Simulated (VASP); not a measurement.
# In3GaSb2N2 (P-4m2) in VASP: a series of runs

Runs on In3GaSb2N2. Level: PBE. Tasks: relaxation of cell and atoms.

Program: VASP 6.6.1. These are calculated values, not measurements. Logs are shortened: lines on timing, memory, paths and dates and some standing lists are left out, and cuts for length are marked.

## 1. The cell of the first run

The structure is tetragonal, space group P-4m2 (No. 115). Conventional cell: a = 4.146 Å, b = 4.146 Å, c = 11.520 Å, α = 90.00°, β = 90.00°, γ = 90.00°. In (site symmetry 2mm) has 2 Sb at 2.57 Å and 2 N at 2.59 Å within 3.4 Å. Within 3.4 Å of In (site symmetry -4m2) lie 4 Sb at 2.56 Å. Ga (site symmetry -4m2) has 4 N at 2.39 Å within 3.2 Å. Within 3.4 Å of Sb (site symmetry 2mm) lie 4 In at 2.56 to 2.57 Å. N (site symmetry 2mm) has 2 Ga at 2.39 Å and 2 In at 2.59 Å within 3.2 Å.

The cell was generated, and may not be a known phase.

## 2. Relaxation of cell and atoms, PBE

The input, INCAR:

```
  ALGO = Normal
  EDIFF = 1E-7
  EDIFFG = -0.08
  ENCUT = 700
  GGA = PE
  GGA_COMPAT = False
  IBRION = 2
  ISIF = 3
  ISMEAR = 0
  LASPH = True
  LCHARG = False
  LREAL = False
  LWAVE = False
  NELM = 120
  NELMIN = 4
  NSW = 36
  PREC = Accurate
  SIGMA = 0.15
```

The input, KPOINTS:

```
k-points
0
Gamma
  3 3 1
```

The input, POSCAR:

```
In3GaSb2N2
1.0
    4.1464435800      0.0000000000      0.0000000000
    0.0000000000      4.1464435800      0.0000000000
    0.0000000000      0.0000000000     11.5196380500
In Ga Sb N
3 1 2 2
Direct
    0.5000000000      0.5000000000      0.7614640000
    0.0000000000      0.0000000000      0.5000000000
    0.5000000000      0.5000000000      0.2385360000
    0.0000000000      0.0000000000      0.0000000000
    0.0000000000      0.5000000000      0.6299769900
    0.5000000000      0.0000000000      0.3700230100
    0.0000000000      0.5000000000      0.1034230000
    0.5000000000      0.0000000000      0.8965770000
```

Potentials or basis: VASP PAW PBE potentials, release 64 (In_d, Ga_d, Sb_d_GW, N).

On the command line:

```sh
$ cat potpaw_PBE.64/In_d/POTCAR potpaw_PBE.64/Ga_d/POTCAR potpaw_PBE.64/Sb_d_GW/POTCAR potpaw_PBE.64/N/POTCAR > POTCAR
$ mpirun -np 1 vasp_std > vasp.out
```

OUTCAR:

```text
EDIFF = 1E-7
   EDIFFG = -0.08
   ENCUT = 700
   GGA = PE
   IBRION = 2
   ISIF = 3
   ISMEAR = 0
   LASPH = True
   LREAL = False
   NELM = 120
   NELMIN = 4
   NSW = 36
   PREC = Accurate

 ion  position               nearest neighbor table
   1  0.500  0.500  0.761-   5 2.57   5 2.57   8 2.59   8 2.59
   2  0.000  0.000  0.500-   5 2.56   6 2.56   5 2.56   6 2.56
   3  0.500  0.500  0.239-   6 2.57   6 2.57   7 2.59   7 2.59
   4  0.000  0.000  0.000-
   5  0.000  0.500  0.630-   2 2.56   2 2.56   1 2.57   1 2.57
   6  0.500  0.000  0.370-   2 2.56   2 2.56   3 2.57   3 2.57
   7  0.000  0.500  0.103-   3 2.59   3 2.59
   8  0.500  0.000  0.897-   1 2.59   1 2.59

  LATTYP: Found a simple tetragonal cell.
 ALAT       =     4.1464435800
 C/A-ratio  =     2.7781972256

  Lattice vectors:

 A1 = (   4.1464435800,   0.0000000000,   0.0000000000)
 A2 = (   0.0000000000,   4.1464435800,   0.0000000000)
 A3 = (   0.0000000000,   0.0000000000,  11.5196380500)

Analysis of symmetry for initial positions (statically):
=====================================================================
 Subroutine PRICEL returns:
 Original cell was already a primitive cell.

 Routine SETGRP: Setting up the symmetry group for a
 simple tetragonal supercell.

 Subroutine GETGRP returns: Found  8 space group operations
 (whereof  8 operations were pure point group operations)
 out of a pool of 16 trial point group operations.

The static configuration has the point symmetry D_2d.

Analysis of symmetry for dynamics (positions and initial velocities):
=====================================================================
 Subroutine PRICEL returns:
 Original cell was already a primitive cell.

 Routine SETGRP: Setting up the symmetry group for a
 simple tetragonal supercell.

 Subroutine GETGRP returns: Found  8 space group operations
 (whereof  8 operations were pure point group operations)
 out of a pool of 16 trial point group operations.

The dynamic configuration has the point symmetry D_2d.

 Subroutine INISYM returns: Found  8 space group operations
 (whereof  8 operations are pure point group operations),
 and found     1 'primitive' translations

----------------------------------------------------------------------------------------

                                     Primitive cell

  volume of cell :     198.0571

  direct lattice vectors                    reciprocal lattice vectors
     4.146443580  0.000000000  0.000000000     0.241170531  0.000000000  0.000000000
     0.000000000  4.146443580  0.000000000     0.000000000  0.241170531  0.000000000
     0.000000000  0.000000000 11.519638050     0.000000000  0.000000000  0.086808283

  length of vectors
     4.146443580  4.146443580 11.519638050     0.241170531  0.241170531  0.086808283

  position of ions in fractional coordinates (direct lattice)
     0.500000000  0.500000000  0.761464000
     0.000000000  0.000000000  0.500000000
     0.500000000  0.500000000  0.238536000
     0.000000000  0.000000000  0.000000000
     0.000000000  0.500000000  0.629976990
     0.500000000  0.000000000  0.370023010
     0.000000000  0.500000000  0.103423000
     0.500000000  0.000000000  0.896577000

  ion indices of the primitive-cell ions
   primitive index   ion index
                 1           1
                 2           2
                 3           3
                 4           4
                 5           5
                 6           6
                 7           7
                 8           8

----------------------------------------------------------------------------------------

 KPOINTS: k-points

Automatic generation of k-mesh.
 Grid dimensions read from file:
 generate k-points for:    3    3    1

 Generating k-lattice:

  Cartesian coordinates                     Fractional coordinates (reciprocal lattice)
     0.080390177  0.000000000  0.000000000     0.333333333  0.000000000  0.000000000
     0.000000000  0.080390177  0.000000000     0.000000000  0.333333333  0.000000000
     0.000000000  0.000000000  0.086808283     0.000000000  0.000000000  1.000000000

  Length of vectors
     0.080390177  0.080390177  0.086808283

  Shift w.r.t. Gamma in fractional coordinates (k-lattice)
     0.000000000  0.000000000  0.000000000

 Subroutine IBZKPT returns following result:
 ===========================================

 Found      3 irreducible k-points:

 Following reciprocal coordinates:
            Coordinates               Weight
  0.000000  0.000000  0.000000      1.000000
  0.333333  0.000000  0.000000      4.000000
  0.333333  0.333333  0.000000      4.000000
   k-points           NKPTS =      3   k-points in BZ     NKDIM =      3   number of bands    NBANDS=     55
   number of dos      NEDOS =    301   number of ions     NIONS =      8
   total plane-waves  NPLWV = 129600
   dimension x,y,z NGX =    36 NGY =   36 NGZ =  100
   dimension x,y,z NGXF=    72 NGYF=   72 NGZF=  200
   ions per type =               3   1   2   2
   NGX,Y,Z   is equivalent  to a cutoff of  14.43, 14.43, 14.43 a.u.
   NGXF,Y,Z  is equivalent  to a cutoff of  28.87, 28.87, 28.86 a.u.
 SYSTEM =  unknown system
   PREC   = accura    normal or accurate (medium, high low for compatibility)
   ISTART =      0    job   : 0-new  1-cont  2-samecut
   ICHARG =      2    charge: 1-file 2-atom 10-const
   ISPIN  =      1    spin polarized calculation?
   LNONCOLLINEAR =      F non collinear calculations
   LSORBIT =      F    spin-orbit coupling
   LASPH  =      T    aspherical Exc in radial PAW
   ENCUT  =  700.0 eV  51.45 Ry    7.17 a.u.   8.95  8.95 24.85*2*pi/ulx,y,z
   NELM   =    120;   NELMIN=  4; NELMDL= -5     # of ELM steps
   EDIFF  = 0.1E-06   stopping-criterion for ELM
   LREAL  =      F    real-space projection
   EDIFFG = -.8E-01   stopping-criterion for IOM
   NSW    =     36    number of steps for IOM
   IBRION =      2    ionic relax: 0-MD 1-quasi-New 2-CG
   NFREE  =      1    steps in history (QN), initial steepest desc. (CG)
   ISIF   =      3    stress and relaxation
   ISYM   =      2    0-nonsym 1-usesym 2-fastsym
   POTIM  = 0.5000    time-step for ionic-motion
   TEBEG  =    0.0;   TEEND  =   0.0 temperature during run
   PSTRESS=    0.0 pullay stress
   NELECT =      92.0000    total number of electrons
   NUPDOWN=      -1.0000    fix difference up-down
   EMIN   =  10.00;   EMAX   =-10.00  energy-range for DOS
   EFERMI =   0.00;   METHOD = LEGACY
   ISMEAR =     0;   SIGMA  =   0.15  broadening in eV -4-tet -1-fermi 0-gaus
   EFERMI_NEDOS =   21; number of points for ismear=-14 and -15
   IALGO  =     38    algorithm
   IMIX   =      4    mixing-type and parameters
     AMIX     =   0.40;   BMIX     =  1.00
     AMIX_MAG =   1.60;   BMIX_MAG =  1.00
  volume/ion in A,a.u.               =      24.76       167.07
  Fermi-wavevector in a.u.,A,eV,Ry     =   1.267868  2.395923 21.871214  1.607489
  Thomas-Fermi vector in A             =   2.400993
   LORBIT       =      0    0 simple, 1 ext, 2 COOP (PROOUT), +10 PAW based schemes
   GGA     = PE    functional components
   LHFCALC =     F    Hartree Fock is set to
   AEXX    =    0.0000 exact exchange contribution
   IVDW    =     0    specifies the selected vdW correction
   LEPSILON=     F    determine dielectric tensor
   LRPA    =     F    only Hartree local field effects (RPA)
 conjugate gradient relaxation of ions
 non-spin polarized calculation
 Gauss-broadening in eV      SIGMA  =   0.15
  energy-cutoff  :      700.00
  volume of cell :      198.06
 maximum number of plane-waves:      8344
 NGX is ok and might be reduce to    36
   NGX = 17   NGY = 17   NGZ = 49

--------------------------------------- Ionic step        1  -------------------------------------------

 number of electron      91.9999978 magnetization

 Free energy of the ion-electron system (eV)
  ---------------------------------------------------
  ext. energy  EPLUGINS =         0.00000000
  ---------------------------------------------------
  free energy    TOTEN  =       -28.90217050 eV

  energy without entropy =      -28.87869273  energy(sigma->0) =      -28.89043161

------------------------ aborting loop because EDIFF is reached ----------------------------------------

  FORCE on cell =-STRESS in cart. coord.  units (eV):
  Direction    XX          YY          ZZ          XY          YZ          ZX
  --------------------------------------------------------------------------------------
  -------------------------------------------------------------------------------------
  Total        6.7040202      6.7040202      5.7819350      0.0000000      0.0000000      0.0000000
  in kB       54.2319905     54.2319905     46.7728068      0.0000000      0.0000000      0.0000000
  external PRESSURE =      51.7455959 kB  Pullay stress =       0.0000000 kB
[... 107 lines left out ...]
  FREE ENERGIE OF THE ION-ELECTRON SYSTEM (eV)
  ---------------------------------------------------
  free  energy   TOTEN  =       -30.5391527352 eV

  energy  without entropy=      -30.5115671188  energy(sigma->0) =      -30.52535993

 E-fermi :   4.2773     XC(G=0):  -9.1419

 val. band max:        4.2525632721   @ k =   0.0000   0.0000   0.0000
 cond. band min:       4.4388276303   @ k =   0.3333   0.0000   0.0000
 fundamental gap:      0.1862643582
 Fermi energy:         4.2772513049

 k-point     1 :       0.0000    0.0000    0.0000
  band No.  band energies     occupation
      1     -24.4549      2.00000
      2     -24.4549      2.00000
      3     -24.4348      2.00000
      4     -24.4340      2.00000
      5     -24.4253      2.00000
      6     -24.4253      2.00000
[... 163 lines left out ...]
     54       8.3792      0.00000
     55       8.3952      0.00000

[... ionic steps 4 to 10 ...]

--------------------------------------- Ionic step       11  -------------------------------------------

 number of electron      92.0000007 magnetization

------------------------ aborting loop because EDIFF is reached ----------------------------------------

  FORCE on cell =-STRESS in cart. coord.  units (eV):
  Direction    XX          YY          ZZ          XY          YZ          ZX
  --------------------------------------------------------------------------------------
  -------------------------------------------------------------------------------------
  Total        0.1432110      0.1432110     -0.2317004      0.0000000      0.0000000      0.0000000
  in kB        1.2146555      1.2146555     -1.9651853      0.0000000      0.0000000      0.0000000
  external PRESSURE =       0.1547086 kB  Pullay stress =       0.0000000 kB
[... 69 lines left out ...]
  energy  without entropy=      -33.0560336400  energy(sigma->0) =      -33.09694131

--------------------------------------- Ionic step       13  -------------------------------------------

 number of electron      92.0000009 magnetization

 Free energy of the ion-electron system (eV)
  ---------------------------------------------------
  ext. energy  EPLUGINS =         0.00000000
  ---------------------------------------------------
  free energy    TOTEN  =       -33.14029909 eV

  energy without entropy =      -33.05840813  energy(sigma->0) =      -33.09935361

 E-fermi :   5.8061     XC(G=0):  -9.6887

 val. band max:        5.7651872501   @ k =   0.3333   0.0000   0.0000
 cond. band min:       5.8888946236   @ k =   0.3333   0.0000   0.0000
 fundamental gap:      0.1237073735
 Fermi energy:         5.8061109587

 k-point     1 :       0.0000    0.0000    0.0000
  band No.  band energies     occupation
      1     -23.4060      2.00000
      2     -23.4060      2.00000
      3     -23.4053      2.00000
      4     -23.4053      2.00000
      5     -23.4039      2.00000
      6     -23.4039      2.00000
[... 198 lines left out ...]
  FREE ENERGIE OF THE ION-ELECTRON SYSTEM (eV)
  ---------------------------------------------------
  free  energy   TOTEN  =       -33.1402990928 eV

  energy  without entropy=      -33.0584081290  energy(sigma->0) =      -33.09935361

 reached required accuracy - stopping structural energy minimisation
```

Wall time 9.7 min (1 thread of Intel Xeon 6975P-C (Granite Rapids), shared host); peak memory 0.46 GiB.

What came out:

```yaml
Free_energy: -33.1403 eV
Relaxed_volume: 23.60 Å³/atom
Relaxed_cell: a = 4.003 Å, b = 4.003 Å, c = 11.783 Å, α = 90.00°, β = 90.00°, γ = 90.00°
Space_group_after_relaxing_to_0.1_Å: P-4m2 (No. 115)
Energy_gained_by_relaxing: 529.8 meV/atom
Ionic_steps: 13
Pressure_after_relaxing: 0.1 GPa
Largest_force_after_relaxing: 0.066 eV/Å
Band_gap_on_the_k_mesh: zero (bands 46 and 47 overlap by 0.03 eV)
```

Forces on the atoms (eV/Å):
```
In   0.000  0.000  0.066
In   0.000  0.000  0.000
In   0.000  0.000 -0.066
Ga   0.000  0.000  0.000
Sb   0.000  0.000  0.047
Sb   0.000  0.000 -0.047
N    0.000  0.000 -0.024
N    0.000  0.000  0.024
```

Stress tensor (GPa, compression positive):
```
 0.15  0.00  0.00
 0.00  0.15  0.00
 0.00  0.00 -0.11
```

The path:
```csv
step,energy change (eV),largest force (eV/Å),pressure (GPa),volume (Å³)
1,0.0000,4.7432,5.17,198.06
2,-1.5938,1.9449,-3.47,221.87
3,-1.6370,1.5509,-4.43,226.50
4,-2.5920,1.2965,-2.71,209.97
5,-3.1195,1.7215,2.55,188.12
6,-3.6683,1.6447,1.26,188.56
7,-3.8022,1.5105,0.88,188.87
8,-4.1135,0.6815,-1.42,194.39
9,-4.1506,0.3189,-2.26,196.88
10,-4.1969,0.2750,1.81,183.85
11,-4.2357,0.1100,0.02,188.90
12,-4.2357,0.1082,0.07,188.74
13,-4.2381,0.0662,0.06,188.79
```

Final structure:
```xyz
8
Lattice="4.0028 0.0000 0.0000 0.0000 4.0028 0.0000 0.0000 0.0000 11.7829" Properties=species:S:1:pos:R:3 pbc="T T T"
In    2.0014    2.0014    9.9121
In    0.0000    0.0000    5.8915
In    2.0014    2.0014    1.8708
Ga    0.0000    0.0000    0.0000
Sb    0.0000    2.0014    7.8016
Sb    2.0014    0.0000    3.9813
N     0.0000    2.0014    0.8077
N     2.0014    0.0000   10.9752
```

Levels at points of the mesh, in eV from the Fermi level:
| k point | band 44 | band 45 | band 46 | band 47 | band 48 | band 49 |
| --- | --- | --- | --- | --- | --- | --- |
| (0.00, 0.00, 0.00) | -1.11 | -1.11 | -0.07 | -0.07 | 0.23 | 1.55 |

Caveat: the k points lie up to 0.53 Å⁻¹ apart in the final cell; semilocal functionals underestimate gaps, and a narrow one can read as zero; spin-orbit coupling is left out, which moves the levels of the heavy elements; the relaxation stopped at a loose force limit of 0.08 eV/Å, so its end isn't a converged minimum.

[end of part 1 of 2]

The gap in the log of VASP goes by the Fermi energy; the results here count the filled bands.